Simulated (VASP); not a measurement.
# Au (Fm-3m) in VASP: a series of runs, part 2 of 3

VASP 6.6.1. The steps go on from the part before.

### Step 3. Single point, PBEsol

Input file INCAR:

```
SYSTEM = Au
ALGO = Normal
EDIFF = 1E-6
ENCUT = 500
GGA = PS
GGA_COMPAT = .False.
ISIF = 2
ISMEAR = -1
LASPH = .True.
LCHARG = .False.
LREAL = .False.
LWAVE = .False.
NBANDS = 12
NELM = 120
PREC = Accurate
SIGMA = 0.15
```

Input file KPOINTS:

```
k-points
0
Gamma
  20 20 20
  0 0 0
```

Input file POSCAR:

```
Au
1.0
    0.0000000000      1.9943825264      1.9943825264
    1.9943825264      0.0000000000      1.9943825264
    1.9943825264      1.9943825264      0.0000000000
Au
1
Direct
    0.0000000000      0.0000000000      0.0000000000
```

Potentials or basis: VASP PAW PBE potentials, release 64 (Au).

Launch:

```console
$ cat potpaw_PBE.64/Au/POTCAR > POTCAR
$ mpirun -np 1 vasp_std > vasp.out
```

OUTCAR:

```text
SYSTEM = Au
   EDIFF = 1E-6
   ENCUT = 500
   GGA = PS
   ISIF = 2
   ISMEAR = -1
   LASPH = .True.
   LREAL = .False.
   NELM = 120
   PREC = Accurate

 ion  position               nearest neighbor table
   1  0.000  0.000  0.000-

  LATTYP: Found a face centered cubic cell.
 ALAT       =     3.9887650528

  Lattice vectors:

 A1 = (   0.0000000000,   1.9943825264,   1.9943825264)
 A2 = (   1.9943825264,   0.0000000000,   1.9943825264)
 A3 = (   1.9943825264,   1.9943825264,   0.0000000000)

Analysis of symmetry for initial positions (statically):
=====================================================================
 Subroutine PRICEL returns:
 Original cell was already a primitive cell.

 Routine SETGRP: Setting up the symmetry group for a
 face centered cubic supercell.

 Subroutine GETGRP returns: Found 48 space group operations
 (whereof 48 operations were pure point group operations)
 out of a pool of 48 trial point group operations.

The static configuration has the point symmetry O_h .

Analysis of symmetry for dynamics (positions and initial velocities):
=====================================================================
 Subroutine PRICEL returns:
 Original cell was already a primitive cell.

 Routine SETGRP: Setting up the symmetry group for a
 face centered cubic supercell.

 Subroutine GETGRP returns: Found 48 space group operations
 (whereof 48 operations were pure point group operations)
 out of a pool of 48 trial point group operations.

The dynamic configuration has the point symmetry O_h .

 Subroutine INISYM returns: Found 48 space group operations
 (whereof 48 operations are pure point group operations),
 and found     1 'primitive' translations

----------------------------------------------------------------------------------------

                                     Primitive cell

  volume of cell :      15.8656

  direct lattice vectors                    reciprocal lattice vectors
     0.000000000  1.994382526  1.994382526    -0.250704162  0.250704162  0.250704162
     1.994382526  0.000000000  1.994382526     0.250704162 -0.250704162  0.250704162
     1.994382526  1.994382526  0.000000000     0.250704162  0.250704162 -0.250704162

  length of vectors
     2.820482817  2.820482817  2.820482817     0.434232346  0.434232346  0.434232346

  position of ions in fractional coordinates (direct lattice)
     0.000000000  0.000000000  0.000000000

  ion indices of the primitive-cell ions
   primitive index   ion index
                 1           1

----------------------------------------------------------------------------------------

 KPOINTS: k-points

Automatic generation of k-mesh.
 Grid dimensions read from file:
 generate k-points for:   20   20   20

 Generating k-lattice:

  Cartesian coordinates                     Fractional coordinates (reciprocal lattice)
    -0.012535208  0.012535208  0.012535208     0.050000000  0.000000000  0.000000000
     0.012535208 -0.012535208  0.012535208     0.000000000  0.050000000  0.000000000
     0.012535208  0.012535208 -0.012535208     0.000000000  0.000000000  0.050000000

  Length of vectors
     0.021711617  0.021711617  0.021711617

  Shift w.r.t. Gamma in fractional coordinates (k-lattice)
     0.000000000  0.000000000  0.000000000

 Subroutine IBZKPT returns following result:
 ===========================================

 Found    256 irreducible k-points:

 Following reciprocal coordinates:
            Coordinates               Weight
  0.000000  0.000000  0.000000      1.000000
  0.050000  0.000000  0.000000      8.000000
  0.100000  0.000000  0.000000      8.000000
  0.150000  0.000000  0.000000      8.000000
  0.200000  0.000000  0.000000      8.000000
  0.250000  0.000000  0.000000      8.000000
[... 16 lines left out ...]
 -0.400000  0.050000  0.000000     24.000000
 -0.350000  0.050000  0.000000     24.000000
 [... further k-points ...]
   k-points           NKPTS =    256   k-points in BZ     NKDIM =    256   number of bands    NBANDS=     12
   number of dos      NEDOS =    301   number of ions     NIONS =      1
   total plane-waves  NPLWV =  13824
   dimension x,y,z NGX =    24 NGY =   24 NGZ =   24
   dimension x,y,z NGXF=    48 NGYF=   48 NGZF=   48
   ions per type =               1
   NGX,Y,Z   is equivalent  to a cutoff of  14.15, 14.15, 14.15 a.u.
   NGXF,Y,Z  is equivalent  to a cutoff of  28.29, 28.29, 28.29 a.u.
 SYSTEM =  Au
   PREC   = accura    normal or accurate (medium, high low for compatibility)
   ISTART =      0    job   : 0-new  1-cont  2-samecut
   ICHARG =      2    charge: 1-file 2-atom 10-const
   ISPIN  =      1    spin polarized calculation?
   LNONCOLLINEAR =      F non collinear calculations
   LSORBIT =      F    spin-orbit coupling
   LASPH  =      T    aspherical Exc in radial PAW
   ENCUT  =  500.0 eV  36.75 Ry    6.06 a.u.   5.14  5.14  5.14*2*pi/ulx,y,z
   NELM   =    120;   NELMIN=  2; NELMDL= -5     # of ELM steps
   EDIFF  = 0.1E-05   stopping-criterion for ELM
   LREAL  =      F    real-space projection
   EDIFFG = 0.1E-04   stopping-criterion for IOM
   NSW    =      0    number of steps for IOM
   IBRION =     -1    ionic relax: 0-MD 1-quasi-New 2-CG
   NFREE  =      0    steps in history (QN), initial steepest desc. (CG)
   ISIF   =      2    stress and relaxation
   ISYM   =      2    0-nonsym 1-usesym 2-fastsym
   POTIM  = 0.5000    time-step for ionic-motion
   TEBEG  =    0.0;   TEEND  =   0.0 temperature during run
   PSTRESS=    0.0 pullay stress
   NELECT =      11.0000    total number of electrons
   NUPDOWN=      -1.0000    fix difference up-down
   EMIN   =  10.00;   EMAX   =-10.00  energy-range for DOS
   EFERMI =   0.00;   METHOD = LEGACY
   ISMEAR =    -1;   SIGMA  =   0.15  broadening in eV -4-tet -1-fermi 0-gaus
   EFERMI_NEDOS =   21; number of points for ismear=-14 and -15
   IALGO  =     38    algorithm
   IMIX   =      4    mixing-type and parameters
     AMIX     =   0.40;   BMIX     =  1.00
     AMIX_MAG =   1.60;   BMIX_MAG =  1.00
  volume/ion in A,a.u.               =      15.87       107.07
  Fermi-wavevector in a.u.,A,eV,Ry     =   1.448952  2.738122 28.564905  2.099461
  Thomas-Fermi vector in A             =   2.566734
   LORBIT       =      0    0 simple, 1 ext, 2 COOP (PROOUT), +10 PAW based schemes
   GGA     = PS    functional components
   LHFCALC =     F    Hartree Fock is set to
   AEXX    =    0.0000 exact exchange contribution
   IVDW    =     0    specifies the selected vdW correction
   LEPSILON=     F    determine dielectric tensor
   LRPA    =     F    only Hartree local field effects (RPA)
 non-spin polarized calculation
  energy-cutoff  :      500.00
  volume of cell :       15.87
 maximum number of plane-waves:       415
 NGX is ok and might be reduce to    24
   NGX = 11   NGY = 11   NGZ = 11

 number of electron      11.0000002 magnetization

 Free energy of the ion-electron system (eV)
  ---------------------------------------------------
  ext. energy  EPLUGINS =         0.00000000
  ---------------------------------------------------
  free energy    TOTEN  =        -3.88596843 eV

  energy without entropy =       -3.86595046  energy(sigma->0) =       -3.87595945

 E-fermi :  10.5532     XC(G=0): -13.3122

 val. band max:       10.5097249170   @ k =   0.4500   0.4500   0.0000
 cond. band min:      10.5534350910   @ k =   0.5000   0.2500   0.1000
 fundamental gap:      0.0437101740
 Fermi energy:        10.5532202319

 k-point     1 :       0.0000    0.0000    0.0000
  band No.  band energies     occupation
      1      -0.1860      2.00000
      2       5.4335      2.00000
      3       5.4335      2.00000
      4       5.4335      2.00000
      5       7.1673      2.00000
      6       7.1673      2.00000
      7      24.8982      0.00000
      8      29.3071      0.00000
      9      29.3071      0.00000
     10      29.3071      0.00000
     11      34.4122      0.00000
     12      39.9313      0.00000

 k-point     2 :       0.0500    0.0000    0.0000
  band No.  band energies     occupation
      1      -0.0925      2.00000
      2       5.3993      2.00000
      3       5.4678      2.00000
      4       5.4678      2.00000
      5       7.1505      2.00000
      6       7.1505      2.00000
      7      25.0225      0.00000
      8      28.7148      0.00000
      9      29.4311      0.00000
     10      29.4311      0.00000
     11      34.9861      0.00000
     12      38.6425      0.00000
[... 316 lines left out ...]
 k-point    24 :      -0.3500    0.0500    0.0000
  band No.  band energies     occupation
      1       2.5200      2.00000
      2       5.5047      2.00000
      3       5.5744      2.00000
      4       6.5523      2.00000
      5       7.8896      2.00000
      6       8.4761      2.00000
      7      17.5361      0.00000
      8      25.0841      0.00000
      9      28.3823      0.00000
     10      29.9970      0.00000
     11      34.4309      0.00000
     12      35.5486      0.00000

 [... further k-points ...]
[... 5 lines left out ...]
  --------------------------------------------------------------------------------------
  -------------------------------------------------------------------------------------
  Total        1.4513552      1.4513552      1.4513552     -0.0000000      0.0000000      0.0000000
  in kB      146.5645430    146.5645430    146.5645430     -0.0000000      0.0000000      0.0000000
  external PRESSURE =     146.5645430 kB  Pullay stress =       0.0000000 kB

 VOLUME and BASIS-vectors are now :
 -----------------------------------------------------------------------------
  energy-cutoff  :      500.00
  volume of cell :       15.87
      direct lattice vectors                 reciprocal lattice vectors
     0.000000000  1.994382526  1.994382526    -0.250704162  0.250704162  0.250704162
     1.994382526  0.000000000  1.994382526     0.250704162 -0.250704162  0.250704162
     1.994382526  1.994382526  0.000000000     0.250704162  0.250704162 -0.250704162

 POSITION                                       TOTAL-FORCE (eV/Angst)
 -----------------------------------------------------------------------------------
      0.00000      0.00000      0.00000         0.000000      0.000000     -0.000000
 -----------------------------------------------------------------------------------
    total drift:                               -0.000000      0.000000      0.000000

  FREE ENERGIE OF THE ION-ELECTRON SYSTEM (eV)
  ---------------------------------------------------
  free  energy   TOTEN  =        -3.8859684296 eV

  energy  without entropy=       -3.8659504613  energy(sigma->0) =       -3.87595945
```

OSZICAR:

```text
N       E                     dE             d eps       ncg     rms          rms(c)
DAV:   1     0.483621760935E+02    0.48362E+02   -0.55163E+03  6408   0.797E+02
DAV:   2    -0.355391358916E+01   -0.51916E+02   -0.49155E+02  7220   0.189E+02
DAV:   3    -0.422204485558E+01   -0.66813E+00   -0.66746E+00  7420   0.206E+01
DAV:   4    -0.422417755772E+01   -0.21327E-02   -0.21326E-02  7348   0.134E+00
DAV:   5    -0.422419176320E+01   -0.14205E-04   -0.14205E-04  7592   0.103E-01    0.120E+01
DAV:   6    -0.391849618591E+01    0.30570E+00   -0.74277E-01  6656   0.709E+00    0.721E+00
DAV:   7    -0.388941205475E+01    0.29084E-01   -0.96212E-02  7232   0.252E+00    0.303E+00
DAV:   8    -0.388598301162E+01    0.34290E-02   -0.34407E-03  6904   0.553E-01    0.337E-01
DAV:   9    -0.388596552550E+01    0.17486E-04   -0.17310E-05  7476   0.388E-02    0.984E-03
DAV:  10    -0.388596836456E+01   -0.28391E-05   -0.11817E-06  7168   0.783E-03    0.149E-03
DAV:  11    -0.388596842956E+01   -0.64999E-07   -0.52167E-08  4040   0.195E-03
   1 F= -.38859684E+01 E0= -.38759594E+01  d E =-.200180E-01
```

Run time: 54 s. Hardware: 1 thread of Intel Xeon 8259CL, shared host; peak memory 0.18 GiB.

Results:

* Free energy: -3.8860 eV
* Pressure: 14.7 GPa
* Band gap on the k mesh: zero (an odd number of electrons rules out a gap without spin polarisation)

Levels at points of the mesh, in eV from the Fermi level:
```csv
k point,band 4,band 5,band 6,band 7,band 8,band 9
"(0.00, 0.00, 0.00)",-5.12,-3.39,-3.39,14.34,18.75,18.75
"(0.50, 0.00, 0.00)",-2.02,-2.02,-1.40,3.43,13.80,17.59
"(0.50, 0.50, 0.00)",-1.65,-1.65,0.72,6.32,10.12,10.12
```

Caveat: the cell stands under pressure; the PAW data sets were made with another functional, which shifts forces and pressure a little; spin-orbit coupling is left out, which moves the levels of the heavy elements.

(Continued in part 3 of 3.)
